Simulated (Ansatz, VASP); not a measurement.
**NbCrCl: VASP beside Ansatz**

The input INCAR:

```
SYSTEM = NbCrCl
PREC = Accurate
ENCUT = 600
EDIFF = 1E-6
ISMEAR = 0
SIGMA = 0.1
LREAL = .False.
LASPH = .True.
NELM = 100
ALGO = Normal
ISIF = 3
LWAVE = .False.
LCHARG = .False.
GGA = PE
IBRION = 2
NSW = 90
EDIFFG = -0.04
```

KPOINTS

```
Automatic mesh
0
Gamma
  6 6 2
  0 0 0
```

Contents of POSCAR:

```
NbCrCl
1.0
    3.2472894266      0.0000000000      0.0000000000
    0.0000000000      3.2472894266      0.0000000000
    0.0000000000      0.0000000000     10.9087065482
Nb Cr Cl
2 2 2
Direct
    0.5000000000      0.0000000000      0.1968825869
    0.0000000000      0.5000000000      0.8031174131
    0.5000000000      0.5000000000      0.0000000000
    0.0000000000      0.0000000000      0.0000000000
    0.0000000000      0.5000000000      0.3239284090
    0.5000000000      0.0000000000      0.6760715910
```

Input for Ansatz:

```yaml
crystal:
  lattice:
    - [3.2472894266, 0.0, 0.0]
    - [0.0, 3.2472894266, 0.0]
    - [0.0, 0.0, 10.9087065482]
  atoms:
    - { symbol: Nb, position: [0.5, 0.0, 0.1968825869] }
    - { symbol: Nb, position: [0.0, 0.5, 0.8031174131] }
    - { symbol: Cr, position: [0.5, 0.5, 0.0] }
    - { symbol: Cr, position: [0.0, 0.0, 0.0] }
    - { symbol: Cl, position: [0.0, 0.5, 0.323928409] }
    - { symbol: Cl, position: [0.5, 0.0, 0.676071591] }
basis:
  ecutwfc: 420
kpoints:
  mp_grid: { grid: [6, 6, 2] }
hamiltonian:
  xc: pbe
scf:
  occupations: { method: gaussian, width: 0.1 }
  lower_state_search: "off"
output:
  forces: true
  stress: true
  eigenvalues: true
relax:
  adjacent_minimum: "off"
  f_tol: 0.04
  max_steps: 70
  cell: { stress_tol: 0.4 }
```

Change from the starting cell: species swapped into the CeTiGe type (P4/nmm, No. 129).

Alike in both runs: task relaxation of cell and atoms; functional PBE; k mesh 6 × 6 × 2; occupations gaussian, width 0.1 eV; no spin polarisation.

```csv
,VASP,Ansatz
version,VASP 6.6.1,Ansatz 0.2.0
potentials or method,"VASP PAW PBE potentials, release 64 (Nb_sv, Cr_pv, Cl), cutoff 600 eV","scalar-relativistic, plane waves, PAW"
valence electrons in the cell,64,68
```

Ansatz gave:

```
gap on the k mesh at the Fermi level, each at its own relaxed structure (eV) : none
relaxed volume (Å³/atom)                                                     : 19.15
relaxed length of the cell vector where the two differ most in proportion (Å)              : 10.935
```

Task: Estimate VASP's values.

Result: gap on the k mesh at the Fermi level, each at its own relaxed structure (eV): none; relaxed volume (Å³/atom): 19.16; relaxed length of the cell vector where the two differ most in proportion (Å): 10.951.

A gap of «none» marks a metal or a gap that the smearing closes. VASP's potentials hold 64 valence electrons a cell and Ansatz's 68, so a difference there can come from the potentials and not from the codes.
